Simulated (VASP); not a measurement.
# Li3OF (Pm-3m) in VASP: further runs

Runs on Li3OF. Level: PBE. Tasks: single point.

Everything below comes from runs of VASP 6.6.1. Logs are shortened: lines on timing, memory, paths and dates and some standing lists are left out, and cuts for length are marked.

## Step 1: The cell of the first run

Symmetry: Pm-3m, No. 221, cubic system. The conventional cell has a = 3.606 Å, b = 3.606 Å, c = 3.606 Å, α = 90.00°, β = 90.00°, γ = 90.00°. Within 3.4 Å of F (site symmetry m-3m) lie 12 Li at 2.55 Å and 8 O at 3.12 Å. Within 2.4 Å of O (site symmetry m-3m) lie 6 Li at 1.80 Å. Li (site symmetry 4/mmm) has 2 O at 1.80 Å within 2.4 Å.

## Step 2: Single point, PBE (volume changed by -6%)

Input file INCAR:

```
  PREC = Accurate
  ENCUT = 520
  EDIFF = 1E-6
  ISMEAR = 0
  SIGMA = 0.01
  LREAL = False
  LASPH = True
  NELM = 100
  ALGO = Normal
  ISIF = 2
  LWAVE = False
  LCHARG = True
  GGA = PE
  LELF = True
  LVHAR = True
  NBANDS = 19
```

Input file KPOINTS:

```
Automatic mesh
0
Gamma
  6 6 6
```

Input file POSCAR:

```
Li3OF
1.0
    3.6058513206      0.0000000000      0.0000000000
    0.0000000000      3.6058513206      0.0000000000
    0.0000000000      0.0000000000      3.6058513206
F O Li
1 1 3
Direct
    0.0000000000      0.0000000000      0.0000000000
    0.5000000000      0.5000000000      0.5000000000
    0.5000000000      0.5000000000      0.0000000000
    0.5000000000      0.0000000000      0.5000000000
    0.0000000000      0.5000000000      0.5000000000
```

Potentials or basis: VASP PAW PBE potentials, release 64 (F, O, Li_sv).

The run is started by

```console
$ cat potpaw_PBE.64/F/POTCAR potpaw_PBE.64/O/POTCAR potpaw_PBE.64/Li_sv/POTCAR > POTCAR
$ mpirun -np 1 vasp_std > vasp.out
```

OUTCAR:

```text
PREC = Accurate
   ENCUT = 520
   EDIFF = 1E-6
   ISMEAR = 0
   LREAL = False
   LASPH = True
   NELM = 100
   ISIF = 2
   GGA = PE

 ion  position               nearest neighbor table
   1  0.000  0.000  0.000-
   2  0.500  0.500  0.500-   3 1.80   4 1.80   5 1.80   3 1.80   4 1.80   5 1.80
   3  0.500  0.500  0.000-   2 1.80   2 1.80   5 2.55   4 2.55   4 2.55   5 2.55   4 2.55   4 2.55
                             5 2.55   5 2.55
   4  0.500  0.000  0.500-   2 1.80   2 1.80   5 2.55   3 2.55   3 2.55   3 2.55   5 2.55   3 2.55
                             5 2.55   5 2.55
   5  0.000  0.500  0.500-   2 1.80   2 1.80   4 2.55   3 2.55   4 2.55   3 2.55   3 2.55   4 2.55
                             3 2.55   4 2.55

  LATTYP: Found a simple cubic cell.
 ALAT       =     3.6058513206

  Lattice vectors:

 A1 = (   3.6058513206,   0.0000000000,   0.0000000000)
 A2 = (   0.0000000000,   3.6058513206,   0.0000000000)
 A3 = (   0.0000000000,   0.0000000000,   3.6058513206)

Analysis of symmetry for initial positions (statically):
=====================================================================
 Subroutine PRICEL returns:
 Original cell was already a primitive cell.

 Routine SETGRP: Setting up the symmetry group for a
 simple cubic supercell.

 Subroutine GETGRP returns: Found 48 space group operations
 (whereof 48 operations were pure point group operations)
 out of a pool of 48 trial point group operations.

The static configuration has the point symmetry O_h .

Analysis of symmetry for dynamics (positions and initial velocities):
=====================================================================
 Subroutine PRICEL returns:
 Original cell was already a primitive cell.

 Routine SETGRP: Setting up the symmetry group for a
 simple cubic supercell.

 Subroutine GETGRP returns: Found 48 space group operations
 (whereof 48 operations were pure point group operations)
 out of a pool of 48 trial point group operations.

The dynamic configuration has the point symmetry O_h .

 Subroutine INISYM returns: Found 48 space group operations
 (whereof 48 operations are pure point group operations),
 and found     1 'primitive' translations

----------------------------------------------------------------------------------------

                                     Primitive cell

  volume of cell :      46.8839

  direct lattice vectors                    reciprocal lattice vectors
     3.605851321  0.000000000  0.000000000     0.277327020  0.000000000  0.000000000
     0.000000000  3.605851321  0.000000000     0.000000000  0.277327020  0.000000000
     0.000000000  0.000000000  3.605851321     0.000000000  0.000000000  0.277327020

  length of vectors
     3.605851321  3.605851321  3.605851321     0.277327020  0.277327020  0.277327020

  position of ions in fractional coordinates (direct lattice)
     0.000000000  0.000000000  0.000000000
     0.500000000  0.500000000  0.500000000
     0.500000000  0.500000000  0.000000000
     0.500000000  0.000000000  0.500000000
     0.000000000  0.500000000  0.500000000

  ion indices of the primitive-cell ions
   primitive index   ion index
                 1           1
                 2           2
                 3           3
                 4           4
                 5           5

----------------------------------------------------------------------------------------

 KPOINTS: Automatic mesh

Automatic generation of k-mesh.
 Grid dimensions read from file:
 generate k-points for:    6    6    6

 Generating k-lattice:

  Cartesian coordinates                     Fractional coordinates (reciprocal lattice)
     0.046221170  0.000000000  0.000000000     0.166666667  0.000000000  0.000000000
     0.000000000  0.046221170  0.000000000     0.000000000  0.166666667  0.000000000
     0.000000000  0.000000000  0.046221170     0.000000000  0.000000000  0.166666667

  Length of vectors
     0.046221170  0.046221170  0.046221170

  Shift w.r.t. Gamma in fractional coordinates (k-lattice)
     0.000000000  0.000000000  0.000000000

 Subroutine IBZKPT returns following result:
 ===========================================

 Found     20 irreducible k-points:

 Following reciprocal coordinates:
            Coordinates               Weight
  0.000000  0.000000  0.000000      1.000000
  0.166667  0.000000  0.000000      6.000000
  0.333333  0.000000  0.000000      6.000000
  0.500000  0.000000  0.000000      3.000000
  0.166667  0.166667  0.000000     12.000000
  0.333333  0.166667  0.000000     24.000000
[... 12 lines left out ...]
  0.500000  0.500000  0.333333      6.000000
  0.500000  0.500000  0.500000      1.000000
   k-points           NKPTS =     20   k-points in BZ     NKDIM =     20   number of bands    NBANDS=     19
   number of dos      NEDOS =    301   number of ions     NIONS =      5
   total plane-waves  NPLWV =  21952
   dimension x,y,z NGX =    28 NGY =   28 NGZ =   28
   dimension x,y,z NGXF=    56 NGYF=   56 NGZF=   56
   ions per type =               1   1   3
   NGX,Y,Z   is equivalent  to a cutoff of  12.91, 12.91, 12.91 a.u.
   NGXF,Y,Z  is equivalent  to a cutoff of  25.82, 25.82, 25.82 a.u.
 SYSTEM =  unknown system
   PREC   = accura    normal or accurate (medium, high low for compatibility)
   ISTART =      0    job   : 0-new  1-cont  2-samecut
   ICHARG =      2    charge: 1-file 2-atom 10-const
   ISPIN  =      1    spin polarized calculation?
   LNONCOLLINEAR =      F non collinear calculations
   LSORBIT =      F    spin-orbit coupling
   LASPH  =      T    aspherical Exc in radial PAW
   ENCUT  =  520.0 eV  38.22 Ry    6.18 a.u.   6.70  6.70  6.70*2*pi/ulx,y,z
   NELM   =    100;   NELMIN=  2; NELMDL= -5     # of ELM steps
   EDIFF  = 0.1E-05   stopping-criterion for ELM
   LREAL  =      F    real-space projection
   EDIFFG = 0.1E-04   stopping-criterion for IOM
   NSW    =      0    number of steps for IOM
   IBRION =     -1    ionic relax: 0-MD 1-quasi-New 2-CG
   NFREE  =      0    steps in history (QN), initial steepest desc. (CG)
   ISIF   =      2    stress and relaxation
   ISYM   =      2    0-nonsym 1-usesym 2-fastsym
   POTIM  = 0.5000    time-step for ionic-motion
   TEBEG  =    0.0;   TEEND  =   0.0 temperature during run
   PSTRESS=    0.0 pullay stress
   NELECT =      22.0000    total number of electrons
   NUPDOWN=      -1.0000    fix difference up-down
   EMIN   =  10.00;   EMAX   =-10.00  energy-range for DOS
   EFERMI =   0.00;   METHOD = LEGACY
   ISMEAR =     0;   SIGMA  =   0.01  broadening in eV -4-tet -1-fermi 0-gaus
   EFERMI_NEDOS =   21; number of points for ismear=-14 and -15
   IALGO  =     38    algorithm
   IMIX   =      4    mixing-type and parameters
     AMIX     =   0.40;   BMIX     =  1.00
     AMIX_MAG =   1.60;   BMIX_MAG =  1.00
  volume/ion in A,a.u.               =       9.38        63.28
  Fermi-wavevector in a.u.,A,eV,Ry     =   1.272159  2.404031 22.019497  1.618387
  Thomas-Fermi vector in A             =   2.405052
   LORBIT       =      0    0 simple, 1 ext, 2 COOP (PROOUT), +10 PAW based schemes
   GGA     = PE    functional components
   LHFCALC =     F    Hartree Fock is set to
   AEXX    =    0.0000 exact exchange contribution
   IVDW    =     0    specifies the selected vdW correction
   LEPSILON=     F    determine dielectric tensor
   LRPA    =     F    only Hartree local field effects (RPA)
 non-spin polarized calculation
 Gauss-broadening in eV      SIGMA  =   0.01
  energy-cutoff  :      520.00
  volume of cell :       46.88
 maximum number of plane-waves:      1328
 NGX is ok and might be reduce to    28
   NGX = 13   NGY = 13   NGZ = 13

 number of electron      22.0000009 magnetization

 Free energy of the ion-electron system (eV)
  ---------------------------------------------------
  ext. energy  EPLUGINS =         0.00000000
  ---------------------------------------------------
  free energy    TOTEN  =       -23.08479547 eV

  energy without entropy =      -23.08479547  energy(sigma->0) =      -23.08479547

 E-fermi :   0.2718     XC(G=0):  -9.1092

 val. band max:        0.1450281932   @ k =   0.5000   0.5000   0.0000
 cond. band min:       5.2396623590   @ k =   0.0000   0.0000   0.0000
 fundamental gap:      5.0946341658
 Fermi energy:         0.2718304334

 k-point     1 :       0.0000    0.0000    0.0000
  band No.  band energies     occupation
      1     -42.5210      2.00000
      2     -42.3668      2.00000
      3     -42.3668      2.00000
      4     -20.4859      2.00000
      5     -14.5410      2.00000
      6      -2.3952      2.00000
[... 11 lines left out ...]
     18      16.5174      0.00000
     19      16.5174      0.00000

 k-point     2 :       0.1667    0.0000    0.0000
  band No.  band energies     occupation
      1     -42.5115      2.00000
      2     -42.3755      2.00000
      3     -42.3667      2.00000
      4     -20.4797      2.00000
      5     -14.5843      2.00000
      6      -2.3953      2.00000
[... 11 lines left out ...]
     18      15.0431      0.00000
     19      15.0431      0.00000

 k-point     3 :       0.3333    0.0000    0.0000
  band No.  band energies     occupation
      1     -42.4873      2.00000
      2     -42.3976      2.00000
      3     -42.3663      2.00000
      4     -20.4656      2.00000
      5     -14.6688      2.00000
      6      -2.4317      2.00000
[... 11 lines left out ...]
     18      13.7964      0.00000
     19      16.0545      0.00000

 k-point     4 :       0.5000    0.0000    0.0000
  band No.  band energies     occupation
      1     -42.4686      2.00000
      2     -42.4153      2.00000
      3     -42.3661      2.00000
      4     -20.4586      2.00000
      5     -14.7104      2.00000
      6      -2.4674      2.00000
[... 319 lines left out ...]
     18      16.9698      0.00000
     19      17.2475      0.00000

 k-point    19 :       0.5000    0.5000    0.3333
  band No.  band energies     occupation
      1     -42.4143      2.00000
      2     -42.4137      2.00000
      3     -42.4137      2.00000
      4     -20.4048      2.00000
      5     -14.9592      2.00000
      6      -2.6612      2.00000
[... 11 lines left out ...]
     18      16.3012      0.00000
     19      16.4891      0.00000

 k-point    20 :       0.5000    0.5000    0.5000
  band No.  band energies     occupation
      1     -42.4136      2.00000
      2     -42.4136      2.00000
      3     -42.4136      2.00000
      4     -20.3969      2.00000
      5     -14.9953      2.00000
      6      -2.5775      2.00000
[... 11 lines left out ...]
     18      14.5758      0.00000
     19      15.6179      0.00000

------------------------ aborting loop because EDIFF is reached ----------------------------------------

  FORCE on cell =-STRESS in cart. coord.  units (eV):
  Direction    XX          YY          ZZ          XY          YZ          ZX
  --------------------------------------------------------------------------------------
  -------------------------------------------------------------------------------------
  Total        1.2745452      1.2745452      1.2745452      0.0000000     -0.0000000      0.0000000
  in kB       43.5554371     43.5554371     43.5554371      0.0000000     -0.0000000      0.0000000
  external PRESSURE =      43.5554371 kB  Pullay stress =       0.0000000 kB

 VOLUME and BASIS-vectors are now :
 -----------------------------------------------------------------------------
  energy-cutoff  :      520.00
  volume of cell :       46.88
      direct lattice vectors                 reciprocal lattice vectors
     3.605851321  0.000000000  0.000000000     0.277327020  0.000000000  0.000000000
     0.000000000  3.605851321  0.000000000     0.000000000  0.277327020  0.000000000
     0.000000000  0.000000000  3.605851321     0.000000000  0.000000000  0.277327020

 POSITION                                       TOTAL-FORCE (eV/Angst)
 -----------------------------------------------------------------------------------
      0.00000      0.00000      0.00000         0.000000      0.000000      0.000000
      1.80293      1.80293      1.80293         0.000000      0.000000      0.000000
      1.80293      1.80293      0.00000         0.000000      0.000000      0.000000
      1.80293      0.00000      1.80293         0.000000      0.000000      0.000000
      0.00000      1.80293      1.80293         0.000000      0.000000      0.000000
 -----------------------------------------------------------------------------------
    total drift:                                0.000000      0.000000      0.000000

  FREE ENERGIE OF THE ION-ELECTRON SYSTEM (eV)
  ---------------------------------------------------
  free  energy   TOTEN  =       -23.0847954724 eV

  energy  without entropy=      -23.0847954724  energy(sigma->0) =      -23.08479547
```

It took 11 s on 1 thread of AMD EPYC 9R14 (Zen 4), shared host; peak memory 0.13 GiB.

What came out:

| Item | Value |
| --- | --- |
| Free energy | -23.0848 eV |
| Band gap on the k mesh | 5.09 eV, indirect (least direct gap 5.77 eV) |

Caveat: the cutoff is under 1.25 times the usual one of these potentials, so pressure, stress and relaxed cells hold a basis-set (Pulay) error.

(Continued in part 2 of 2.)
